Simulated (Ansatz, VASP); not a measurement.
One calculation of GaSb, two programs

```
CELL_PARAMETERS angstrom
0.00000 3.12720 3.12720
3.12720 0.00000 3.12720
3.12720 3.12720 0.00000
ATOMIC_POSITIONS crystal
Ga 0.00000 0.00000 0.00000
Sb 0.25000 0.25000 0.25000
```

Change from the starting cell: hydrostatic strain +2.0%.

Alike in both runs: task single point; functional r2SCAN; k mesh 8 × 8 × 8; occupations fermi-dirac, width 0.02 eV; non-collinear spin, spin-orbit coupling.

|  | VASP | Ansatz |
| --- | --- | --- |
| version | VASP 6.6.1 | Ansatz 0.2.0 |
| potentials or method | VASP PAW PBE potentials, release 64 (Ga_d, Sb) | plane waves, PAW |
| plane-wave cutoff (eV) | 520 | 500 |
| valence electrons in the cell | 18 | 28 |

|  | VASP | Ansatz | Ansatz less VASP |
| --- | --- | --- | --- |
| pressure (GPa) | -2.7 | -2.7 | 0.00 |
| net moment per atom (μB) | 0.00 | 0.00 | 0.000 |

VASP's potentials were made for PBE, not for r2SCAN. The functional is the same, so the differences come from potentials, cutoffs and numerics. VASP's potentials hold 18 valence electrons a cell and Ansatz's 28, so a difference there can come from the potentials and not from the codes.
